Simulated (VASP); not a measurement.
Here is a VASP 6.6.1 calculation.

The input INCAR:

```
SYSTEM = Ta4O
PREC = Accurate ; ENCUT = 520
EDIFF = 1E-6 ; ISMEAR = 0
SIGMA = 0.1 ; LREAL = .FALSE.
LASPH = .TRUE. ; NELM = 60
ALGO = Normal ; ISIF = 2
LWAVE = .FALSE. ; LCHARG = .FALSE.
GGA = PE ; NBANDS = 33
```

KPOINTS

```
regular mesh
0
G
  8 8 8
  0 0 0
```

Contents of POSCAR:

```
Ta4O
1.0
    4.3940506453      0.0000000000      0.0000000000
    0.0000000000      4.3940506453      0.0000000000
    0.0000000000      0.0000000000      4.3940506453
Ta O
4 1
Direct
    0.2637447757      0.7362552243      0.2637447757
    0.7362552243      0.2637447757      0.2637447757
    0.7362552243      0.7362552243      0.7362552243
    0.2637447757      0.2637447757      0.7362552243
    0.0000000000      0.0000000000      0.0000000000
```

Potentials or basis: VASP PAW PBE potentials, release 64 (Ta_pv, O).

Run with:

```bash
$ cat potpaw_PBE.64/Ta_pv/POTCAR potpaw_PBE.64/O/POTCAR > POTCAR
$ mpirun -np 1 vasp_std > vasp.out
```

Task: Predict the largest force.

Result: 0.063 eV/Å.

Task: What does it give for the band gap on the k mesh?

Result: Zero (band 25 reaches 7.05 eV, above the bottom of band 26 at 4.87 eV).

Task: Predict the pressure.

Result: 0.2 GPa.

Forces on the atoms (eV/Å):
```
Ta   0.037 -0.037  0.037
Ta  -0.037  0.037  0.037
Ta  -0.037 -0.037 -0.037
Ta   0.037  0.037 -0.037
O    0.000  0.000  0.000
```

Caveat: spin-orbit coupling is left out, which moves the levels of the heavy elements.
